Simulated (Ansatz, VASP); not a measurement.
# W: VASP beside Ansatz

```
CELL_PARAMETERS angstrom
2.56534 0.00000 0.00000
0.00000 2.56534 0.00000
0.00000 0.00000 2.56534
ATOMIC_POSITIONS crystal
W 0.00000 0.00000 0.00000
```

Change from the starting cell: volume scaled by 0.92, crystal datasets.

Alike in both runs: task single point; functional PBE; k mesh 16 × 16 × 16; occupations fermi-dirac, width 0.1 eV; no spin polarisation.

|  | VASP | Ansatz |
| --- | --- | --- |
| version | VASP 6.6.1 | Ansatz 0.2.0 |
| potentials or method | VASP PAW PBE potentials, release 64 (W_sv), cutoff 520 eV | all-electron PAW with datasets made for the crystal, scalar-relativistic |

```tsv
	VASP	Ansatz	Ansatz less VASP
pressure (GPa)	22.5	21.4	-1.06
```

Ansatz ran all-electron here, and VASP with PAW potentials.

Neither program's run includes spin-orbit coupling.
